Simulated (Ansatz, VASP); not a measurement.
# GaN in VASP and in Ansatz

```
Ga N
1.0
     3.31048    0.00000    0.00000
    -1.65524    2.86696    0.00000
     0.00000    0.00000    5.39097
Ga N
2 2
Direct
  0.33333 0.66667 0.99894
  0.66667 0.33333 0.49894
  0.33333 0.66667 0.37606
  0.66667 0.33333 0.87606
```

Change from the starting cell: hydrostatic strain +4.0%.

Alike in both runs: task single point; functional PBE; k mesh 12 × 12 × 6; occupations fermi-dirac, width 0.02 eV; no spin polarisation.

|  | VASP | Ansatz |
| --- | --- | --- |
| version | VASP 6.6.1 | Ansatz 0.2.0 |
| potentials or method | VASP PAW PBE potentials, release 64 (Ga_d, N) | plane waves, PAW |
| plane-wave cutoff (eV) | 520 | 420 |
| valence electrons in the cell | 36 | 36 |

Ansatz gave:

| Item | Value |
| --- | --- |
| gap on the k mesh at the Fermi level (eV) | 1.16 |
| pressure (GPa) | -12.0 |
| traceless stress, the component that is largest in VASP (GPa) | 0.09 |

Problem. Estimate VASP's values.

Solution. gap on the k mesh at the Fermi level (eV): 1.16; pressure (GPa): -11.7; traceless stress, the component that is largest in VASP (GPa): 0.10.
